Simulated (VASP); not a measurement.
A run of VASP 6.6.1:

INCAR

```
SYSTEM = TiSi2
ALGO = Normal
EDIFF = 1E-7
ENCUT = 520
GGA = PE
ISIF = 2
ISMEAR = 0
LASPH = .True.
LCHARG = .False.
LREAL = .False.
LWAVE = .False.
NBANDS = 29
NELM = 60
PREC = Accurate
SIGMA = 0.15
```

File KPOINTS:

```
k-points
0
Gamma
  12 12 12
  0 0 0
```

POSCAR

```
TiSi2
1.0
    1.7607449617     -7.2934732347      0.0000000000
    1.7607449617      7.2934732347      0.0000000000
    0.0000000000      0.0000000000      3.5529661242
Ti Si
2 4
Direct
    0.8968075259      0.1031924741      0.7500000000
    0.1031924741      0.8968075259      0.2500000000
    0.5591373592      0.4408626408      0.7500000000
    0.4408626408      0.5591373592      0.2500000000
    0.2498287182      0.7501712818      0.7500000000
    0.7501712818      0.2498287182      0.2500000000
```

Potentials or basis: VASP PAW PBE potentials, release 64 (Ti_sv, Si).

The run is started by

```console
$ cat potpaw_PBE.64/Ti_sv/POTCAR potpaw_PBE.64/Si/POTCAR > POTCAR
$ mpirun -np 1 vasp_std > vasp.out
```

Hardware: 1 thread of Oxide Virtual Turin-like Processor (shared host).

**Question.** Estimate the wall time of this run.

**Answer.** It took 21 min on 1 thread of Oxide Virtual Turin-like Processor (shared host), peak memory 0.72 GiB. Counts: scf iterations 16, k points 301.
